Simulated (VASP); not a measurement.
# SiNi (Pmmn) in VASP: single point with PBE

Aim: the single point of SiNi with PBE.

Everything below comes from runs of VASP 6.6.1. Logs are shortened: lines on timing, memory, paths and dates and some standing lists are left out, and cuts for length are marked.

### Step 1. The cell of the first run

It takes space group Pmmn (No. 59, orthorhombic). Conventional cell: a = 3.124 Å, b = 3.379 Å, c = 4.849 Å, α = 90.00°, β = 90.00°, γ = 90.00°. Within 3.2 Å of Si (site symmetry mm2) lie 6 Ni at 2.42 to 2.47 Å and 6 Si at 2.76 to 3.12 Å. Ni (site symmetry mm2) has 6 Si at 2.42 to 2.47 Å and 6 Ni at 2.75 to 3.12 Å within 3.2 Å.

### Step 2. Single point, PBE, collinear spin, ferromagnetic start (12.80 Å³/atom)

File INCAR:

```
  PREC = Accurate
  ENCUT = 600
  EDIFF = 1E-6
  ISMEAR = -1
  SIGMA = 0.08
  LREAL = F
  LASPH = T
  NELM = 200
  ALGO = Normal
  ISIF = 2
  LWAVE = F
  LCHARG = F
  ISPIN = 2
  MAGMOM = 0 0 1.5 1.5
  LORBIT = 11
  LMAXMIX = 4
  GGA = PE
  NBANDS = 26
  GGA_COMPAT = F
```

File KPOINTS:

```
regular mesh
0
Gamma
  11 10 7
```

File POSCAR:

```
SiNi
1.0
    3.1243196430      0.0000000000      0.0000000000
    0.0000000000      3.3791689580      0.0000000000
    0.0000000000      0.0000000000      4.8494042352
Si Ni
2 2
Direct
    0.5000000000      0.5000000000      0.8423000000
    0.0000000000      0.0000000000      0.1577000000
    0.5000000000      0.5000000000      0.3442200000
    0.0000000000      0.0000000000      0.6557800000
```

Potentials or basis: VASP PAW PBE potentials, release 64 (Si, Ni).

Command:

```
cat potpaw_PBE.64/Si/POTCAR potpaw_PBE.64/Ni/POTCAR > POTCAR
mpirun -np 1 vasp_std > vasp.out
```

OUTCAR:

```text
PREC = Accurate
   ENCUT = 600
   EDIFF = 1E-6
   ISMEAR = -1
   LREAL = F
   LASPH = T
   NELM = 200
   ISIF = 2
   ISPIN = 2
   LORBIT = 11
   GGA = PE

 ion  position               nearest neighbor table
   1  0.500  0.500  0.842-   3 2.42   3 2.43   4 2.47   4 2.47   4 2.47   4 2.47   2 2.76   2 2.76
                             2 2.76   2 2.76
   2  0.000  0.000  0.158-   4 2.42   4 2.43   3 2.47   3 2.47   3 2.47   3 2.47   1 2.76   1 2.76
                             1 2.76   1 2.76
   3  0.500  0.500  0.344-   1 2.42   1 2.43   2 2.47   2 2.47   2 2.47   2 2.47   4 2.75   4 2.75
                             4 2.75   4 2.75
   4  0.000  0.000  0.656-   2 2.42   2 2.43   1 2.47   1 2.47   1 2.47   1 2.47   3 2.75   3 2.75
                             3 2.75   3 2.75

  LATTYP: Found a simple orthorhombic cell.
 ALAT       =     3.1243196430
 B/A-ratio  =     1.0815695397
 C/A-ratio  =     1.5521472798

  Lattice vectors:

 A1 = (   3.1243196430,   0.0000000000,   0.0000000000)
 A2 = (   0.0000000000,   3.3791689580,   0.0000000000)
 A3 = (   0.0000000000,   0.0000000000,   4.8494042352)

Analysis of symmetry for initial positions (statically):
=====================================================================
 Subroutine PRICEL returns:
 Original cell was already a primitive cell.

 Routine SETGRP: Setting up the symmetry group for a
 simple orthorhombic supercell.

 Subroutine GETGRP returns: Found  8 space group operations
 (whereof  4 operations were pure point group operations)
 out of a pool of  8 trial point group operations.

The static configuration has the point symmetry C_2v.
 The point group associated with its full space group is D_2h.

Analysis of symmetry for dynamics (positions and initial velocities):
=====================================================================
 Subroutine PRICEL returns:
 Original cell was already a primitive cell.

 Routine SETGRP: Setting up the symmetry group for a
 simple orthorhombic supercell.

 Subroutine GETGRP returns: Found  8 space group operations
 (whereof  4 operations were pure point group operations)
 out of a pool of  8 trial point group operations.

The dynamic configuration has the point symmetry C_2v.
 The point group associated with its full space group is D_2h.

Analysis of structural, dynamic, and magnetic symmetry:
=====================================================================
 Subroutine PRICEL returns:
 Original cell was already a primitive cell.

 Routine SETGRP: Setting up the symmetry group for a
 simple orthorhombic supercell.

 Subroutine GETGRP returns: Found  8 space group operations
 (whereof  4 operations were pure point group operations)
 out of a pool of  8 trial point group operations.

The overall configuration has the point symmetry C_2v.
 The point group associated with its full space group is D_2h.

 Subroutine INISYM returns: Found  8 space group operations
 (whereof  4 operations are pure point group operations),
 and found     1 'primitive' translations

----------------------------------------------------------------------------------------

                                     Primitive cell

  volume of cell :      51.1981

  direct lattice vectors                    reciprocal lattice vectors
     3.124319643  0.000000000  0.000000000     0.320069684  0.000000000  0.000000000
     0.000000000  3.379168958  0.000000000     0.000000000  0.295930749  0.000000000
     0.000000000  0.000000000  4.849404235     0.000000000  0.000000000  0.206210898

  length of vectors
     3.124319643  3.379168958  4.849404235     0.320069684  0.295930749  0.206210898

  position of ions in fractional coordinates (direct lattice)
     0.500000000  0.500000000  0.842300000
     0.000000000  0.000000000  0.157700000
     0.500000000  0.500000000  0.344220000
     0.000000000  0.000000000  0.655780000

  ion indices of the primitive-cell ions
   primitive index   ion index
                 1           1
                 2           2
                 3           3
                 4           4

[... 23 lines left out ...]

 Found    144 irreducible k-points:

 Following reciprocal coordinates:
            Coordinates               Weight
  0.000000  0.000000  0.000000      1.000000
  0.090909  0.000000  0.000000      2.000000
  0.181818  0.000000  0.000000      2.000000
  0.272727  0.000000  0.000000      2.000000
  0.363636  0.000000  0.000000      2.000000
  0.454545  0.000000  0.000000      2.000000
[... 16 lines left out ...]
  0.363636  0.300000  0.000000      4.000000
  0.454545  0.300000  0.000000      4.000000
 [... further k-points ...]
   k-points           NKPTS =    144   k-points in BZ     NKDIM =    144   number of bands    NBANDS=     26
   number of dos      NEDOS =    301   number of ions     NIONS =      4
   total plane-waves  NPLWV =  31360
   dimension x,y,z NGX =    28 NGY =   28 NGZ =   40
   dimension x,y,z NGXF=    56 NGYF=   56 NGZF=   80
   ions per type =               2   2
   NGX,Y,Z   is equivalent  to a cutoff of  14.90, 13.78, 13.71 a.u.
   NGXF,Y,Z  is equivalent  to a cutoff of  29.80, 27.55, 27.43 a.u.
 SYSTEM =  unknown system
   PREC   = accura    normal or accurate (medium, high low for compatibility)
   ISTART =      0    job   : 0-new  1-cont  2-samecut
   ICHARG =      2    charge: 1-file 2-atom 10-const
   ISPIN  =      2    spin polarized calculation?
   LNONCOLLINEAR =      F non collinear calculations
   LSORBIT =      F    spin-orbit coupling
   LASPH  =      T    aspherical Exc in radial PAW
   ENCUT  =  600.0 eV  44.10 Ry    6.64 a.u.   6.24  6.75  9.69*2*pi/ulx,y,z
   NELM   =    200;   NELMIN=  2; NELMDL= -5     # of ELM steps
   EDIFF  = 0.1E-05   stopping-criterion for ELM
   LREAL  =      F    real-space projection
   EDIFFG = 0.1E-04   stopping-criterion for IOM
   NSW    =      0    number of steps for IOM
   IBRION =     -1    ionic relax: 0-MD 1-quasi-New 2-CG
   NFREE  =      0    steps in history (QN), initial steepest desc. (CG)
   ISIF   =      2    stress and relaxation
   ISYM   =      2    0-nonsym 1-usesym 2-fastsym
   POTIM  = 0.5000    time-step for ionic-motion
   TEBEG  =    0.0;   TEEND  =   0.0 temperature during run
   PSTRESS=    0.0 pullay stress
   NELECT =      28.0000    total number of electrons
   NUPDOWN=      -1.0000    fix difference up-down
   EMIN   =  10.00;   EMAX   =-10.00  energy-range for DOS
   EFERMI =   0.00;   METHOD = LEGACY
   ISMEAR =    -1;   SIGMA  =   0.08  broadening in eV -4-tet -1-fermi 0-gaus
   EFERMI_NEDOS =   21; number of points for ismear=-14 and -15
   IALGO  =     38    algorithm
   IMIX   =      4    mixing-type and parameters
     AMIX     =   0.40;   BMIX     =  1.00
     AMIX_MAG =   1.60;   BMIX_MAG =  1.00
  volume/ion in A,a.u.               =      12.80        86.38
  Fermi-wavevector in a.u.,A,eV,Ry     =   1.338781  2.529930 24.386198  1.792335
  Thomas-Fermi vector in A             =   2.467225
   LORBIT       =     11    0 simple, 1 ext, 2 COOP (PROOUT), +10 PAW based schemes
   GGA     = PE    functional components
   LHFCALC =     F    Hartree Fock is set to
   AEXX    =    0.0000 exact exchange contribution
   IVDW    =     0    specifies the selected vdW correction
   LEPSILON=     F    determine dielectric tensor
   LRPA    =     F    only Hartree local field effects (RPA)
 spin polarized calculation
  energy-cutoff  :      600.00
  volume of cell :       51.20
 maximum number of plane-waves:      1725
 NGX is ok and might be reduce to    28
   NGX = 13   NGY = 13   NGZ = 19

 number of electron      28.0000005 magnetization      -0.0000991

 number of electron      28.0000005 magnetization       0.0000766

 Free energy of the ion-electron system (eV)
  ---------------------------------------------------
  ext. energy  EPLUGINS =         0.00000000
  ---------------------------------------------------
  free energy    TOTEN  =       -23.42296852 eV

  energy without entropy =      -23.39146415  energy(sigma->0) =      -23.40721633

 E-fermi :   9.8355     XC(G=0): -11.9890

 val. band max:        9.8327814246   @ k =   0.2727   0.1000   0.4286
 cond. band min:       9.8424725241   @ k =   0.3636   0.5000   0.4286
 fundamental gap:      0.0096910995
 Fermi energy:         9.8355333155

 spin component 1

 k-point     1 :       0.0000    0.0000    0.0000
  band No.  band energies     occupation
      1      -3.0972      1.00000
      2       2.2642      1.00000
      3       4.0209      1.00000
      4       6.3307      1.00000
      5       6.7783      1.00000
      6       7.2789      1.00000
[... 685 lines left out ...]
     25      24.7831      0.00000
     26      25.3984      0.00000

 [... further k-points ...]

 spin component 2

 k-point     1 :       0.0000    0.0000    0.0000
  band No.  band energies     occupation
      1      -3.0972      1.00000
      2       2.2642      1.00000
      3       4.0209      1.00000
      4       6.3307      1.00000
      5       6.7784      1.00000
      6       7.2789      1.00000
[... 685 lines left out ...]
     25      24.7831      0.00000
     26      25.3984      0.00000

 [... further k-points ...]

------------------------ aborting loop because EDIFF is reached ----------------------------------------

  FORCE on cell =-STRESS in cart. coord.  units (eV):
  Direction    XX          YY          ZZ          XY          YZ          ZX
  --------------------------------------------------------------------------------------
  -------------------------------------------------------------------------------------
  Total       -3.6069026     -3.9709685     -4.9028458      0.0000000      0.0000000      0.0000000
  in kB     -112.8733044   -124.2662713   -153.4281567      0.0000000      0.0000000      0.0000000
  external PRESSURE =    -130.1892441 kB  Pullay stress =       0.0000000 kB

 VOLUME and BASIS-vectors are now :
 -----------------------------------------------------------------------------
  energy-cutoff  :      600.00
  volume of cell :       51.20
      direct lattice vectors                 reciprocal lattice vectors
     3.124319643  0.000000000  0.000000000     0.320069684  0.000000000  0.000000000
     0.000000000  3.379168958  0.000000000     0.000000000  0.295930749  0.000000000
     0.000000000  0.000000000  4.849404235     0.000000000  0.000000000  0.206210898

 POSITION                                       TOTAL-FORCE (eV/Angst)
 -----------------------------------------------------------------------------------
      1.56216      1.68958      4.08465         0.000000      0.000000     -0.079704
      0.00000      0.00000      0.76475         0.000000      0.000000      0.079704
      1.56216      1.68958      1.66926         0.000000      0.000000     -0.307154
      0.00000      0.00000      3.18014         0.000000      0.000000      0.307154
 -----------------------------------------------------------------------------------
    total drift:                                0.000000      0.000000     -0.000000

  FREE ENERGIE OF THE ION-ELECTRON SYSTEM (eV)
  ---------------------------------------------------
  free  energy   TOTEN  =       -23.4229685151 eV

  energy  without entropy=      -23.3914641530  energy(sigma->0) =      -23.40721633

 total charge

# of ion       s       p       d       tot
------------------------------------------
    1        0.756   0.793   0.000   1.549
    2        0.756   0.793   0.000   1.549
    3        0.433   0.501   8.414   9.348
    4        0.433   0.501   8.414   9.348
--------------------------------------------------
tot          2.377   2.590  16.828  21.794

 magnetization (x)

# of ion       s       p       d       tot
------------------------------------------
    1       -0.000  -0.000   0.000  -0.000
    2       -0.000  -0.000   0.000  -0.000
    3       -0.000  -0.000   0.000   0.000
    4       -0.000  -0.000   0.000   0.000
--------------------------------------------------
tot         -0.000  -0.000   0.000   0.000
```

Wall time 4.5 min (1 thread of Intel Xeon Platinum 8488C (Sapphire Rapids), shared host); peak memory 0.44 GiB.

What came out:

| Item | Value |
| --- | --- |
| Free energy | -23.4230 eV |
| Pressure | -13.0 GPa |
| Largest force | 0.307 eV/Å |
| Band gap on the k mesh | zero (filled and empty bands overlap) |
| Net moment | 0.00 μB per cell |
| Valence electrons inside the program's atomic spheres | Si 1.55; Ni 9.35 |

Forces on the atoms (eV/Å):
```
Si   0.000  0.000 -0.080
Si   0.000  0.000  0.080
Ni   0.000  0.000 -0.307
Ni   0.000  0.000  0.307
```

Stress tensor (GPa, compression positive):
```
-11.29   0.00   0.00
  0.00 -12.43   0.00
  0.00   0.00 -15.34
```

Caveat: the cell stands under tension; the moments typed at the start vanished in this run.
